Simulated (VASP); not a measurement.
# Ta (Im-3m) in VASP: further runs

Ta is run at these levels: PBEsol; tasks: single point.

Everything below comes from runs of VASP 6.6.1. Logs are shortened: lines on timing, memory, paths and dates and some standing lists are left out, and cuts for length are marked.

**1. The cell of the first run**

It takes space group Im-3m (No. 229, cubic). The conventional cell has a = 3.281 Å, b = 3.281 Å, c = 3.281 Å, α = 90.00°, β = 90.00°, γ = 90.00°. Within 3.7 Å of Ta (site symmetry m-3m) lie 14 Ta at 2.84 to 3.28 Å.

**2. Single point, PBEsol**

Contents of INCAR:

```
PREC     = Accurate       # precision mode
ENCUT    = 520            # plane-wave cutoff, eV
EDIFF    = 1E-6           # SCF threshold, eV
ISMEAR   = -1             # smearing method
SIGMA    = 0.08           # smearing width, eV
LREAL    = F              # projectors in reciprocal space
LASPH    = T              # aspherical terms in the spheres
NELM     = 100            # most SCF steps
ALGO     = Normal         # electronic algorithm
ISIF     = 2              # what is computed and relaxed
LWAVE    = F              # write WAVECAR
LCHARG   = F              # write CHGCAR
GGA      = PS             # functional
NBANDS   = 18             # bands
```

Contents of KPOINTS:

```
regular mesh
0
Gamma
  12 12 12
```

Contents of POSCAR:

```
Ta
1.0
    3.2812985075      0.0000000000      0.0000000000
    0.0000000000      3.2812985075      0.0000000000
    0.0000000000      0.0000000000      3.2812985075
Ta
2
Direct
    0.0000000000      0.0000000000      0.0000000000
    0.5000000000      0.5000000000      0.5000000000
```

Potentials or basis: VASP PAW PBE potentials, release 64 (Ta_pv).

Run with:

```console
$ cat potpaw_PBE.64/Ta_pv/POTCAR > POTCAR
$ mpirun -np 1 vasp_std > vasp.out
```

OUTCAR:

```text
PREC = Accurate
   ENCUT = 520
   EDIFF = 1E-6
   ISMEAR = -1
   LREAL = F
   LASPH = T
   NELM = 100
   ISIF = 2
   GGA = PS

 ion  position               nearest neighbor table
   1  0.000  0.000  0.000-   2 2.84   2 2.84   2 2.84   2 2.84   2 2.84   2 2.84   2 2.84   2 2.84

   2  0.500  0.500  0.500-   1 2.84   1 2.84   1 2.84   1 2.84   1 2.84   1 2.84   1 2.84   1 2.84

  LATTYP: Found a simple cubic cell.
 ALAT       =     3.2812985075

  Lattice vectors:

 A1 = (   3.2812985075,   0.0000000000,   0.0000000000)
 A2 = (   0.0000000000,   3.2812985075,   0.0000000000)
 A3 = (   0.0000000000,   0.0000000000,   3.2812985075)

Analysis of symmetry for initial positions (statically):
=====================================================================
 Subroutine PRICEL returns following result:

  LATTYP: Found a body centered cubic cell.
 ALAT       =     3.2812985075

  Lattice vectors:

 A1 = (   1.6406492538,   1.6406492538,  -1.6406492538)
 A2 = (  -1.6406492538,   1.6406492538,   1.6406492538)
 A3 = (   1.6406492538,  -1.6406492538,   1.6406492538)

   2 primitive cells build up your supercell.

 Routine SETGRP: Setting up the symmetry group for a
 simple cubic supercell.

 Subroutine GETGRP returns: Found 48 space group operations
 (whereof 48 operations were pure point group operations)
 out of a pool of 48 trial point group operations.

The static configuration has the point symmetry O_h .

Analysis of symmetry for dynamics (positions and initial velocities):
=====================================================================
 Subroutine PRICEL returns following result:

  LATTYP: Found a body centered cubic cell.
 ALAT       =     3.2812985075

  Lattice vectors:

 A1 = (   1.6406492538,   1.6406492538,  -1.6406492538)
 A2 = (  -1.6406492538,   1.6406492538,   1.6406492538)
 A3 = (   1.6406492538,  -1.6406492538,   1.6406492538)

   2 primitive cells build up your supercell.

 Routine SETGRP: Setting up the symmetry group for a
 simple cubic supercell.

 Subroutine GETGRP returns: Found 48 space group operations
 (whereof 48 operations were pure point group operations)
 out of a pool of 48 trial point group operations.

The dynamic configuration has the point symmetry O_h .

 Subroutine INISYM returns: Found 48 space group operations
 (whereof 48 operations are pure point group operations),
 and found     2 'primitive' translations

----------------------------------------------------------------------------------------

                                     Primitive cell

  volume of cell :      17.6647

  direct lattice vectors                    reciprocal lattice vectors
     1.640649254  1.640649254 -1.640649254     0.304757399  0.304757399  0.000000000
    -1.640649254  1.640649254  1.640649254     0.000000000  0.304757399  0.304757399
     1.640649254 -1.640649254  1.640649254     0.304757399  0.000000000  0.304757399

  length of vectors
     2.841687865  2.841687865  2.841687865     0.430992048  0.430992048  0.430992048

  position of ions in fractional coordinates (direct lattice)
     0.000000000  0.000000000  0.000000000

  ion indices of the primitive-cell ions
   primitive index   ion index
                 1           1

----------------------------------------------------------------------------------------

 KPOINTS: regular mesh

Automatic generation of k-mesh.
 Grid dimensions read from file:
 generate k-points for:   12   12   12

 Generating k-lattice:

  Cartesian coordinates                     Fractional coordinates (reciprocal lattice)
     0.025396450  0.000000000  0.000000000     0.083333333  0.000000000  0.000000000
     0.000000000  0.025396450  0.000000000     0.000000000  0.083333333  0.000000000
     0.000000000  0.000000000  0.025396450     0.000000000  0.000000000  0.083333333

  Length of vectors
     0.025396450  0.025396450  0.025396450

  Shift w.r.t. Gamma in fractional coordinates (k-lattice)
     0.000000000  0.000000000  0.000000000

 Subroutine IBZKPT returns following result:
 ===========================================

 Found     84 irreducible k-points:

 Following reciprocal coordinates:
            Coordinates               Weight
  0.000000  0.000000  0.000000      1.000000
  0.083333  0.000000  0.000000      6.000000
  0.166667  0.000000  0.000000      6.000000
  0.250000  0.000000  0.000000      6.000000
  0.333333  0.000000  0.000000      6.000000
  0.416667  0.000000  0.000000      6.000000
[... 16 lines left out ...]
  0.333333  0.333333  0.000000     12.000000
  0.416667  0.333333  0.000000     24.000000
 [... further k-points ...]
   k-points           NKPTS =     84   k-points in BZ     NKDIM =     84   number of bands    NBANDS=     18
   number of dos      NEDOS =    301   number of ions     NIONS =      2
   total plane-waves  NPLWV =  13824
   dimension x,y,z NGX =    24 NGY =   24 NGZ =   24
   dimension x,y,z NGXF=    48 NGYF=   48 NGZF=   48
   ions per type =               2
   NGX,Y,Z   is equivalent  to a cutoff of  12.16, 12.16, 12.16 a.u.
   NGXF,Y,Z  is equivalent  to a cutoff of  24.32, 24.32, 24.32 a.u.
 SYSTEM =  unknown system
   PREC   = accura    normal or accurate (medium, high low for compatibility)
   ISTART =      0    job   : 0-new  1-cont  2-samecut
   ICHARG =      2    charge: 1-file 2-atom 10-const
   ISPIN  =      1    spin polarized calculation?
   LNONCOLLINEAR =      F non collinear calculations
   LSORBIT =      F    spin-orbit coupling
   LASPH  =      T    aspherical Exc in radial PAW
   ENCUT  =  520.0 eV  38.22 Ry    6.18 a.u.   6.10  6.10  6.10*2*pi/ulx,y,z
   NELM   =    100;   NELMIN=  2; NELMDL= -5     # of ELM steps
   EDIFF  = 0.1E-05   stopping-criterion for ELM
   LREAL  =      F    real-space projection
   EDIFFG = 0.1E-04   stopping-criterion for IOM
   NSW    =      0    number of steps for IOM
   IBRION =     -1    ionic relax: 0-MD 1-quasi-New 2-CG
   NFREE  =      0    steps in history (QN), initial steepest desc. (CG)
   ISIF   =      2    stress and relaxation
   ISYM   =      2    0-nonsym 1-usesym 2-fastsym
   POTIM  = 0.5000    time-step for ionic-motion
   TEBEG  =    0.0;   TEEND  =   0.0 temperature during run
   PSTRESS=    0.0 pullay stress
   NELECT =      22.0000    total number of electrons
   NUPDOWN=      -1.0000    fix difference up-down
   EMIN   =  10.00;   EMAX   =-10.00  energy-range for DOS
   EFERMI =   0.00;   METHOD = LEGACY
   ISMEAR =    -1;   SIGMA  =   0.08  broadening in eV -4-tet -1-fermi 0-gaus
   EFERMI_NEDOS =   21; number of points for ismear=-14 and -15
   IALGO  =     38    algorithm
   IMIX   =      4    mixing-type and parameters
     AMIX     =   0.40;   BMIX     =  1.00
     AMIX_MAG =   1.60;   BMIX_MAG =  1.00
  volume/ion in A,a.u.               =      17.66       119.21
  Fermi-wavevector in a.u.,A,eV,Ry     =   1.397988  2.641813 26.590809  1.954369
  Thomas-Fermi vector in A             =   2.521190
   LORBIT       =      0    0 simple, 1 ext, 2 COOP (PROOUT), +10 PAW based schemes
   GGA     = PS    functional components
   LHFCALC =     F    Hartree Fock is set to
   AEXX    =    0.0000 exact exchange contribution
   IVDW    =     0    specifies the selected vdW correction
   LEPSILON=     F    determine dielectric tensor
   LRPA    =     F    only Hartree local field effects (RPA)
 non-spin polarized calculation
  energy-cutoff  :      520.00
  volume of cell :       35.33
 maximum number of plane-waves:       976
   NGX = 13   NGY = 13   NGZ = 13

 number of electron      22.0000013 magnetization

 Free energy of the ion-electron system (eV)
  ---------------------------------------------------
  ext. energy  EPLUGINS =         0.00000000
  ---------------------------------------------------
  free energy    TOTEN  =       -25.12874416 eV

  energy without entropy =      -25.07444837  energy(sigma->0) =      -25.10159626

 E-fermi :   5.4813     XC(G=0): -12.8278

 val. band max:        5.4674278495   @ k =   0.4167   0.4167   0.2500
 cond. band min:       5.4816076066   @ k =   0.4167   0.3333   0.0833
 fundamental gap:      0.0141797572
 Fermi energy:         5.4813343620

 k-point     1 :       0.0000    0.0000    0.0000
  band No.  band energies     occupation
      1     -28.3407      2.00000
      2     -28.3407      2.00000
      3     -28.3407      2.00000
      4     -27.4660      2.00000
      5     -27.4660      2.00000
      6     -27.4660      2.00000
[... 10 lines left out ...]
     17      12.4835      0.00000
     18      14.3193      0.00000

 k-point     2 :       0.0833    0.0000    0.0000
  band No.  band energies     occupation
      1     -28.3417      2.00000
      2     -28.3253      2.00000
      3     -28.3253      2.00000
      4     -27.4987      2.00000
      5     -27.4803      2.00000
      6     -27.4803      2.00000
[... 10 lines left out ...]
     17      12.3148      0.00000
     18      13.7905      0.00000

 k-point     3 :       0.1667    0.0000    0.0000
  band No.  band energies     occupation
      1     -28.3416      2.00000
      2     -28.2805      2.00000
      3     -28.2805      2.00000
      4     -27.5903      2.00000
      5     -27.5226      2.00000
      6     -27.5226      2.00000
[... 10 lines left out ...]
     17      11.8451      0.00000
     18      12.6359      0.00000

 k-point     4 :       0.2500    0.0000    0.0000
  band No.  band energies     occupation
      1     -28.3319      2.00000
      2     -28.2094      2.00000
      3     -28.2094      2.00000
      4     -27.7235      2.00000
      5     -27.5902      2.00000
      6     -27.5902      2.00000
[... 375 lines left out ...]
      4     -27.8840      2.00000
      5     -27.6128      2.00000
      6     -27.6128      2.00000
[... 10 lines left out ...]
     17      11.4540      0.00000
     18      11.4540      0.00000

 k-point    23 :       0.3333    0.3333    0.0000
  band No.  band energies     occupation
      1     -28.6307      2.00000
      2     -28.4304      2.00000
      3     -27.9928      2.00000
      4     -27.7730      2.00000
      5     -27.7028      2.00000
      6     -27.4724      2.00000
[... 10 lines left out ...]
     17      12.6252      0.00000
     18      13.2145      0.00000

 k-point    24 :       0.4167    0.3333    0.0000
  band No.  band energies     occupation
      1     -28.6513      2.00000
      2     -28.5485      2.00000
      3     -27.9361      2.00000
      4     -27.8222      2.00000
      5     -27.6098      2.00000
      6     -27.4897      2.00000
[... 10 lines left out ...]
     17      11.7525      0.00000
     18      13.0555      0.00000

 [... further k-points ...]

------------------------ aborting loop because EDIFF is reached ----------------------------------------

  FORCE on cell =-STRESS in cart. coord.  units (eV):
  Direction    XX          YY          ZZ          XY          YZ          ZX
  --------------------------------------------------------------------------------------
  -------------------------------------------------------------------------------------
  Total        0.0355644      0.0355644      0.0355644      0.0000000     -0.0000000     -0.0000000
  in kB        1.6128307      1.6128307      1.6128307      0.0000000     -0.0000000     -0.0000000
  external PRESSURE =       1.6128307 kB  Pullay stress =       0.0000000 kB

 VOLUME and BASIS-vectors are now :
 -----------------------------------------------------------------------------
  energy-cutoff  :      520.00
  volume of cell :       35.33
      direct lattice vectors                 reciprocal lattice vectors
     3.281298507  0.000000000  0.000000000     0.304757399  0.000000000  0.000000000
     0.000000000  3.281298507  0.000000000     0.000000000  0.304757399  0.000000000
     0.000000000  0.000000000  3.281298507     0.000000000  0.000000000  0.304757399

 POSITION                                       TOTAL-FORCE (eV/Angst)
 -----------------------------------------------------------------------------------
      0.00000      0.00000      0.00000        -0.000000     -0.000000     -0.000000
      1.64065      1.64065      1.64065         0.000000      0.000000      0.000000
 -----------------------------------------------------------------------------------
    total drift:                                0.000000      0.000000     -0.000000

  FREE ENERGIE OF THE ION-ELECTRON SYSTEM (eV)
  ---------------------------------------------------
  free  energy   TOTEN  =       -25.1287441551 eV

  energy  without entropy=      -25.0744483740  energy(sigma->0) =      -25.10159626
```

Wall time 9.3 s (1 thread of Intel Xeon 6975P-C (Granite Rapids), shared host); peak memory 0.16 GiB.

What came out:

```yaml
Free_energy: -25.1287 eV
Pressure: 0.2 GPa
Band_gap_on_the_k_mesh: zero (bands 11 and 12 overlap by 2.94 eV)
```

Caveat: the PAW data sets were made with another functional, which shifts forces and pressure a little; spin-orbit coupling is left out, which moves the levels of the heavy elements.

**3. Single point, PBEsol**

Contents of INCAR:

```
SYSTEM = Ta
PREC = Accurate
ENCUT = 520
EDIFF = 1E-6
ISMEAR = -1
SIGMA = 0.08
LREAL = .False.
LASPH = .True.
NELM = 60
ALGO = Normal
ISIF = 2
LWAVE = .False.
LCHARG = .False.
GGA = PS
NBANDS = 18
```

Contents of KPOINTS:

```
Automatic mesh
0
Gamma
  12 12 12
  0 0 0
```

POSCAR is that of step 2.

Potentials or basis: VASP PAW PBE potentials, release 64 (Ta_pv).

Run with:

```console
$ cat potpaw_PBE.64/Ta_pv/POTCAR > POTCAR
$ mpirun -np 1 vasp_std > vasp.out
```

Run time: 9 s. Hardware: 1 thread of Intel Xeon 6975P-C (Granite Rapids), shared host; peak memory 0.16 GiB.

Results (log left out):

```
Free energy            : -25.1287 eV
Pressure               : 0.2 GPa
Band gap on the k mesh : zero (bands 11 and 12 overlap by 2.94 eV)
```

Levels at points of the mesh, in eV from the Fermi level:
```
           k point  band 9  band 10  band 11  band 12  band 13  band 14
(0.00, 0.00, 0.00)   -3.93     0.72     0.72     0.72     4.06     4.06
(0.50, 0.00, 0.00)   -1.01    -1.01     1.27     1.27     1.27     1.27
(0.50, 0.50, 0.00)   -1.61    -1.61     1.70     1.70     3.95     3.95
(0.50, 0.50, 0.50)   -1.24    -1.24    -1.24    -1.24     5.18     5.18
```

Caveat: the PAW data sets were made with another functional, which shifts forces and pressure a little; spin-orbit coupling is left out, which moves the levels of the heavy elements.
